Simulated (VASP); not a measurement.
# K: single point with PBE

K:

```xyz
1
Lattice="-2.7262 2.7262 2.7262 2.7262 -2.7262 2.7262 2.7262 2.7262 -2.7262" Properties=species:S:1:pos:R:3 pbc="T T T"
K     0.0000    0.0000    0.0000
```

This cell differs from its parent crystal: volume scaled by 1.10.

* Program: VASP 6.6.1
* Task: single point
* Functional: PBE
* Potentials or basis: VASP PAW PBE potentials, release 64 (K_sv)
* Cutoff: 520 eV
* k mesh: 12 × 12 × 12
* Occupations: gaussian, width 0.1 eV
* Spin: no spin polarisation

| Item | Value |
| --- | --- |
| Pressure | -0.3 GPa |

Levels at points of the mesh, in eV from the Fermi level:
```
           k point  band 2  band 3  band 4  band 5  band 6  band 7
(0.00, 0.00, 0.00)  -15.64  -15.64  -15.64   -2.01    4.20    4.20
(0.50, 0.00, 0.00)  -15.69  -15.66  -15.64    0.45    0.65    3.13
(0.50, 0.50, 0.50)  -15.68  -15.68  -15.68    1.72    1.72    3.24
```

It took 34 s on 1 thread of AMD EPYC 9R45 96-Core Processor (Zen 5), on a shared host, peak memory 0.19 GiB.
